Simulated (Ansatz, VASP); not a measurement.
## TePb: VASP beside Ansatz

INCAR

```
SYSTEM = TePb
PREC     = Accurate       ! precision mode
ENCUT    = 500            ! plane-wave cutoff, eV
EDIFF    = 1E-6           ! SCF threshold, eV
ISMEAR   = 0              ! smearing method
SIGMA    = 0.011          ! smearing width, eV
LREAL    = .False.        ! projectors in reciprocal space
LASPH    = .True.         ! aspherical terms in the spheres
NELM     = 120            ! most SCF steps
ALGO     = Normal         ! electronic algorithm
ISIF     = 2              ! what is computed and relaxed
LWAVE    = .False.        ! write WAVECAR
LCHARG   = .False.        ! write CHGCAR
GGA      = PE             ! functional
NBANDS   = 17             ! bands
GGA_COMPAT= .False.
```

Contents of KPOINTS:

```
Automatic mesh
0
Gamma
  7 7 7
  0 0 0
```

The input POSCAR:

```
TePb
1.0
    4.0022870000      0.0000000000      0.0000000000
    0.0000000000      4.0022870000      0.0000000000
    0.0000000000      0.0000000000      4.0022870000
Pb Te
1 1
Direct
    0.0000000000      0.0000000000      0.0000000000
    0.5000000000      0.5000000000      0.5000000000
```

File input.yaml:

```yaml
crystal:
  lattice:
    - [4.002287, 0.0, 0.0]
    - [0.0, 4.002287, 0.0]
    - [0.0, 0.0, 4.002287]
  atoms:
    - { symbol: Pb, position: [0.0, 0.0, 0.0] }
    - { symbol: Te, position: [0.5, 0.5, 0.5] }
hamiltonian:
  xc: pbe
  pseudopotentials: { kind: paw }
kpoints:
  mp_grid: { grid: [7, 7, 7] }
scf:
  occupations: { method: gaussian, width: 0.011 }
output:
  forces: true
  stress: true
  eigenvalues: true
```

Alike in both runs: task single point; functional PBE; k mesh 7 × 7 × 7; occupations gaussian, width 0.011 eV; no spin polarisation.

|  | VASP | Ansatz |
| --- | --- | --- |
| version | VASP 6.6.1 | Ansatz 0.2.0 |
| potentials or method | VASP PAW PBE potentials, release 64 (Pb_d, Te) | Ansatz PAW |
| plane-wave cutoff (eV) | 500 | 420 |
| valence electrons in the cell | 20 | 30 |

```csv
,VASP,Ansatz,Ansatz less VASP
gap on the k mesh at the Fermi level (eV),none,none,-
pressure (GPa),0.1,0.1,+0.05
```

A gap of «none» marks a metal or a gap that the smearing closes. VASP's potentials hold 20 valence electrons a cell and Ansatz's 30, so a difference there can come from the potentials and not from the codes.

Neither program's run includes spin-orbit coupling.
